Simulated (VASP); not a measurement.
# Ag (Cmcm) in VASP: notebook, part 2 of 2

VASP 6.6.1. The steps go on from the part before.

## 4. Single point, PBEsol (strain +0.0100 x Voigt [1, -1, 0, 0, 0, 0])

INCAR

```
  PREC = Accurate
  ENCUT = 520
  EDIFF = 1E-7
  ISMEAR = 0
  SIGMA = 0.15
  LREAL = F
  LASPH = T
  NELM = 100
  ALGO = Fast
  ISIF = 2
  LWAVE = F
  LCHARG = F
  GGA = PS
  NBANDS = 18
```

KPOINTS

```
Automatic mesh
0
Gamma
  18 18 10
```

POSCAR

```
Ag
1.0
    2.9592980612      0.0000000000      0.0000000000
   -1.4796490306      2.5120782430      0.0000000000
    0.0000000000      0.0000000000      4.7900000000
Ag
2
Direct
    0.3333333333      0.6666666667      0.2500000000
    0.6666666667      0.3333333333      0.7500000000
```

Potentials or basis: VASP PAW PBE potentials, release 64 (Ag).

Run with:

```sh
> cat potpaw_PBE.64/Ag/POTCAR > POTCAR
> mpirun -np 1 vasp_std > vasp.out
```

OUTCAR:

```text
PREC = Accurate
   ENCUT = 520
   EDIFF = 1E-7
   ISMEAR = 0
   LREAL = F
   LASPH = T
   NELM = 100
   ISIF = 2
   GGA = PS

 ion  position               nearest neighbor table
   1  0.333  0.667  0.250-   2 2.92   2 2.92   2 2.94   2 2.94   2 2.94   2 2.94
   2  0.667  0.333  0.750-   1 2.92   1 2.92   1 2.94   1 2.94   1 2.94   1 2.94

  Warning from LATTYP: Monoclinic adjustment (A1->A3, A2->A1, A3->A2)!
  LATTYP: Found a base centered orthorhombic cell.
 ALAT       =     2.9592980612
 B/A-ratio  =     1.6977527718
 C/A-ratio  =     1.6186270869

  Lattice vectors:

 A1 = (   1.4796490306,  -2.5120782430,   0.0000000000)
 A2 = (   1.4796490306,   2.5120782430,   0.0000000000)
 A3 = (   0.0000000000,   0.0000000000,   4.7900000000)

Analysis of symmetry for initial positions (statically):
=====================================================================
 Subroutine PRICEL returns:
 Original cell was already a primitive cell.

 Routine SETGRP: Setting up the symmetry group for a
 base centered orthorhombic supercell.

 Subroutine GETGRP returns: Found  8 space group operations
 (whereof  4 operations were pure point group operations)
[... 165 lines left out ...]

  energy without entropy =       -6.55094830  energy(sigma->0) =       -6.55493905

 E-fermi :   7.6153     XC(G=0): -12.1544

 val. band max:        7.6152932545   @ k =   0.3889   0.1111   0.3000
 cond. band min:       7.6191765802   @ k =   0.3333   0.0556   0.4000
 fundamental gap:      0.0038833257
 Fermi energy:         7.6153021847

 k-point     1 :       0.0000    0.0000    0.0000
  band No.  band energies     occupation
      1       0.1293      2.00000
      2       1.5174      2.00000
      3       3.0183      2.00000
      4       3.0293      2.00000
      5       3.1999      2.00000
      6       3.2596      2.00000
[... 481 lines left out ...]
      5       3.1431      2.00000
      6       3.2882      2.00000
[... 10 lines left out ...]
     17      23.3402      0.00000
     18      24.8305      0.00000

 [... further k-points ...]

------------------------ aborting loop because EDIFF is reached ----------------------------------------

  FORCE on cell =-STRESS in cart. coord.  units (eV):
  Direction    XX          YY          ZZ          XY          YZ          ZX
  --------------------------------------------------------------------------------------
  -------------------------------------------------------------------------------------
  Total       -1.5540761     -1.3197277     -1.3991290      0.0000000     -0.0000000      0.0000000
  in kB      -69.9238724    -59.3796348    -62.9522077      0.0000000     -0.0000000      0.0000000
  external PRESSURE =     -64.0852383 kB  Pullay stress =       0.0000000 kB

 VOLUME and BASIS-vectors are now :
 -----------------------------------------------------------------------------
  energy-cutoff  :      520.00
  volume of cell :       35.61
      direct lattice vectors                 reciprocal lattice vectors
     2.959298061  0.000000000  0.000000000     0.337917972  0.199038386  0.000000000
    -1.479649031  2.512078243  0.000000000     0.000000000  0.398076773  0.000000000
     0.000000000  0.000000000  4.790000000     0.000000000  0.000000000  0.208768267

 POSITION                                       TOTAL-FORCE (eV/Angst)
 -----------------------------------------------------------------------------------
     -0.00000      1.67472      1.19750         0.000000     -0.017905      0.000000
      1.47965      0.83736      3.59250         0.000000      0.017905      0.000000
 -----------------------------------------------------------------------------------
    total drift:                                0.000000     -0.000000      0.000000

  FREE ENERGIE OF THE ION-ELECTRON SYSTEM (eV)
  ---------------------------------------------------
  free  energy   TOTEN  =        -6.5589297947 eV

  energy  without entropy=       -6.5509483017  energy(sigma->0) =       -6.55493905
```

stdout:

```text
POSCAR found type information on POSCAR Ag
 POSCAR found :  1 types and       2 ions
 scaLAPACK will be used
 -----------------------------------------------------------------------------
|                                                                             |
|                                                                             |
|     You enforced a specific xc type in the INCAR file but a different       |
|     I HOPE YOU KNOW WHAT YOU ARE DOING!                                     |
|                                                                             |
 -----------------------------------------------------------------------------

 LDA part: xc-table for (Slater+PW92), standard interpolation
 POSCAR, INCAR and KPOINTS ok, starting setup
 FFT: planning ... GRIDC
 FFT: planning ... GRID_SOFT
 FFT: planning ... GRID
 WAVECAR not read
 entering main loop
```

Run time: 91 s. Hardware: 1 thread of Intel Xeon 6975P-C (Granite Rapids), shared host; peak memory 0.38 GiB.

What came out:

* Free energy: -6.5589 eV
* Pressure: -6.4 GPa
* Largest force: 0.018 eV/Å
* Band gap on the k mesh: zero (bands 11 and 12 overlap by 7.24 eV)

Forces on the atoms (eV/Å):
```
Ag   0.000 -0.018  0.000
Ag   0.000  0.018  0.000
```

Caveat: the cell differs from its parent crystal (strain +0.0100 x Voigt [1, -1, 0, 0, 0, 0]); the cell stands under tension; the PAW data sets were made with another functional, which shifts forces and pressure a little.

## 5. Overview

```csv
cell,gap on the mesh (eV),pressure (GPa),largest force (eV/Å)
"a = 3.018, b = 2.887, c = 4.790 Å, angles 90.0, 90.0, 121.5°, 2 atoms",none,-6.2,0.05
"a = 2.871, b = 2.960, c = 4.790 Å, angles 90.0, 90.0, 119.0°, 2 atoms",none,-6.3,0.04
"a = 2.959, b = 2.915, c = 4.790 Å, angles 90.0, 90.0, 120.5°, 2 atoms",none,-6.4,0.02
```

Alike in all rows: task single point; level PBEsol; potentials or basis VASP PAW PBE potentials, release 64 (Ag); no spin polarisation; k mesh 18 × 18 × 10; cutoff (eV) 520; smearing gaussian 0.15 eV.

Caveats: the cell stands under tension; the PAW data sets were made with another functional, which shifts forces and pressure a little.

Total energies depend on the potentials used, so only differences within one code and one set of settings carry meaning.
